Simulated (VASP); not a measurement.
Wanted: the native input for a VASP 6.6.1 run.

```yaml
Task: relaxation of cell and atoms
Functional: r2SCAN
Potentials_or_basis: VASP PAW PBE potentials, release 64 (Be)
Cutoff: 660 eV
k_mesh: 26 × 26 × 26
Occupations: gaussian, width 0.05 eV
Spin: no spin polarisation
Dipole_correction: no
Further_INCAR_settings: ALGO = Normal; EDIFF = 1e-07; IBRION = 2; EDIFFG = -0.02; NSW = 80; ISIF = 3
```

Crystal: Be.

```
Be
1.0
    -1.26500    1.26500    1.26500
     1.26500   -1.26500    1.26500
     1.26500    1.26500   -1.26500
Be
1
Direct
  0.00000 0.00000 0.00000
```

This isn't the form of Be at room conditions, which is hcp.

These files were run (other wordings do the same):

POSCAR

```
Be
1.0
   -1.2650000000      1.2650000000      1.2650000000
    1.2650000000     -1.2650000000      1.2650000000
    1.2650000000      1.2650000000     -1.2650000000
Be
1
Direct
    0.0000000000      0.0000000000      0.0000000000
```

INCAR.step1

```
PREC = Accurate
ENCUT = 660
ISMEAR = 0
SIGMA = 0.05
LREAL = F
LASPH = T
NELM = 120
GGA = PE
ALGO = Normal
EDIFF = 1E-5
LWAVE = T
LCHARG = F
GGA_COMPAT = F
IBRION = 2
ISIF = 3
EDIFFG = -0.005
NELMIN = 4
NSW = 100
```

INCAR.step2

```
PREC = Accurate
ENCUT = 660
EDIFF = 1E-7
ISMEAR = 0
SIGMA = 0.05
LREAL = F
LASPH = T
NELM = 120
ALGO = Normal
ISIF = 3
LWAVE = F
LCHARG = F
METAGGA = R2SCAN
LMIXTAU = T
IBRION = 2
NSW = 80
EDIFFG = -0.02
ISTART = 1
GGA_COMPAT = F
NELMIN = 4
```

KPOINTS

```
regular mesh
0
Gamma
  26 26 26
```

Potentials or basis: VASP PAW PBE potentials, release 64 (Be).

Launch:

```sh
$ cat potpaw_PBE.64/Be/POTCAR > POTCAR
$ cp INCAR.step1 INCAR
$ mpirun -np 1 vasp_std > vasp.out
$ cp INCAR.step2 INCAR
$ mpirun -np 1 vasp_std > vasp.out
```

It gave:

- Relaxed volume: 7.83 Å³/atom
- Relaxed cell: a = 2.166 Å, b = 2.166 Å, c = 2.166 Å, α = 109.47°, β = 109.47°, γ = 109.47°
- Space group after relaxing (to 0.1 Å): Im-3m (No. 229)
- Energy gained by relaxing: 3.6 meV/atom
- Ionic steps: 3
- Pressure after relaxing: 0.0 GPa
- Band gap on the k mesh: zero (bands 1 and 2 overlap by 5.81 eV)

Caveat: the PAW data sets were made with another functional, which shifts forces and pressure a little.

Wall time 2.5 min on 1 thread of Intel(R) Xeon(R) Platinum 8375C CPU @ 2.90GHz (Ice Lake), with other jobs on the host, peak memory 0.14 GiB.
